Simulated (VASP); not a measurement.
A run of VASP 6.6.1 is set up as follows.

File INCAR:

```
SYSTEM = Al32H
PREC     = Accurate       ! precision mode
ENCUT    = 520            ! plane-wave cutoff, eV
EDIFF    = 1E-6           ! SCF threshold, eV
ISMEAR   = 0              ! smearing method
SIGMA    = 0.05           ! smearing width, eV
LREAL    = Auto         
LASPH    = .TRUE.         ! aspherical terms in the spheres
NELM     = 100            ! most SCF steps
ALGO     = Normal         ! electronic algorithm
ISIF     = 2              ! what is computed and relaxed
LWAVE    = .FALSE.        ! write WAVECAR
LCHARG   = .FALSE.        ! write CHGCAR
GGA      = PE             ! functional
NBANDS   = 70             ! bands
```

KPOINTS

```
regular mesh
0
G
  2 2 2
  0 0 0
```

Contents of POSCAR:

```
Al32H
1.0
    8.1000000000      0.0000000000      0.0000000000
    0.0000000000      8.1000000000      0.0000000000
    0.0000000000      0.0000000000      8.1000000000
Al H
32 1
Direct
    0.5041489903     -0.0041489903      0.0029968597
    0.7504306944      0.2521623870      0.0016701673
    0.7486522803     -0.0015499619      0.2483413921
    0.0023743212      0.0001991325      0.0016664627
    0.2580284458      0.2419715542      0.0121399370
    0.4998008675      0.4976256788      0.0016664627
    0.7460302982      0.7539697018      0.0029813438
    0.2490278373     -0.0047539548      0.2516942355
    0.5047539548      0.2509721627      0.2516942355
    0.7454358672      0.4988170962      0.2517073732
    0.5015530011     -0.0015530011      0.5016498877
    0.7454343631      0.2509814901      0.4982951606
    0.7460382393     -0.0041610536      0.7470132825
   -0.0078440551      0.5078440551      0.0121445071
    0.2478376130      0.7495693056      0.0016701673
    0.0021535532      0.2519450353      0.2482439930
    0.2480549647      0.4978464468      0.2482439930
    0.5015499619      0.7513477197      0.2483413921
    0.0011724782     -0.0047531483      0.4983044381
    0.2480574342      0.2519425658      0.5017625062
    0.5047531483      0.4988275218      0.4983044381
    0.7486576051      0.7513423949      0.5016637880
    0.2478355786      0.0002082456      0.7483302238
    0.4997917544      0.2521644214      0.7483302238
    0.7504243708      0.4976293594      0.7483391835
    0.0011829038      0.7545641328      0.2517073732
    0.0021588000      0.4978412000      0.5017511867
    0.2490185099      0.7545656369      0.4982951606
   -0.0078458845      0.2419655315      0.7378624385
    0.2580344685      0.5078458845      0.7378624385
    0.5041610536      0.7539617607      0.7470132825
    0.0023706406      0.7495756292      0.7483391835
    0.1251954551      0.3748045449      0.8749970324
```

Potentials or basis: VASP PAW PBE potentials, release 64 (Al, H).

Run with:

```sh
$ cat potpaw_PBE.64/Al/POTCAR potpaw_PBE.64/H/POTCAR > POTCAR
$ mpirun -np 1 vasp_std > vasp.out
```

Problem. What does it give for the largest force?

Solution. 0.025 eV/Å.

Problem. Predict the band gap on the k mesh.

Solution. Zero (an odd number of electrons rules out a gap without spin polarisation).

Problem. Predict the pressure.

Solution. 1.0 GPa.

Stress tensor (GPa, compression positive):
```
1.08 0.00 0.00
0.00 1.08 0.00
0.00 0.00 0.71
```

Caveat: the k points lie up to 0.39 Å⁻¹ apart, too coarse for converged energies and pressures of a metal.
